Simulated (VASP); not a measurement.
Input of a VASP 6.6.1 run:

POSCAR

```
BP
1.0
    0.0000000000      2.2683154746      2.2683154746
    2.2683154746      0.0000000000      2.2683154746
    2.2683154746      2.2683154746      0.0000000000
B P
1 1
Direct
    0.0000000000      0.0000000000      0.0000000000
    0.2500000000      0.2500000000      0.2500000000
```

Contents of INCAR.step1:

```
PREC     = Accurate       # precision mode
ENCUT    = 520            # plane-wave cutoff, eV
EDIFF    = 1E-5           # SCF threshold, eV
ISMEAR   = 0              # smearing method
SIGMA    = 0.01           # smearing width, eV
LREAL    = False          # projectors in reciprocal space
LASPH    = True           # aspherical terms in the spheres
NELM     = 60             # most SCF steps
ALGO     = Normal         # electronic algorithm
ISIF     = 2              # what is computed and relaxed
LWAVE    = True           # write WAVECAR
LCHARG   = False          # write CHGCAR
NBANDS   = 11             # bands
GGA      = PE             # functional
```

INCAR.step2

```
PREC     = Accurate       # precision mode
ENCUT    = 520            # plane-wave cutoff, eV
EDIFF    = 1E-6           # SCF threshold, eV
ISMEAR   = 0              # smearing method
SIGMA    = 0.01           # smearing width, eV
LREAL    = False          # projectors in reciprocal space
LASPH    = True           # aspherical terms in the spheres
NELM     = 60             # most SCF steps
ALGO     = Normal         # electronic algorithm
ISIF     = 2              # what is computed and relaxed
LWAVE    = False          # write WAVECAR
LCHARG   = False          # write CHGCAR
GGA      = PE             # functional
LHFCALC  = True           # exact exchange
AEXX     = 0.25           # exact-exchange fraction
PRECFOCK = Normal       
NBANDS   = 11             # bands
ISTART   = 1
```

Contents of KPOINTS:

```
Automatic mesh
0
Gamma
  6 6 6
```

Potentials or basis: VASP PAW PBE potentials, release 64 (B, P).

The run is started by

```bash
$ cat potpaw_PBE.64/B/POTCAR potpaw_PBE.64/P/POTCAR > POTCAR
$ cp INCAR.step1 INCAR
$ mpirun -np 1 vasp_std > vasp.out
$ cp INCAR.step2 INCAR
$ mpirun -np 1 vasp_std > vasp.out
```

**Question.** Estimate the pressure.

**Answer.** -2.0 GPa.

**Question.** Estimate the band gap on the k mesh.

**Answer.** 2.79 eV, indirect (least direct gap 5.05 eV).

Caveat: the PAW data sets were made with another functional, which shifts forces and pressure a little. A k mesh can miss the band edges.
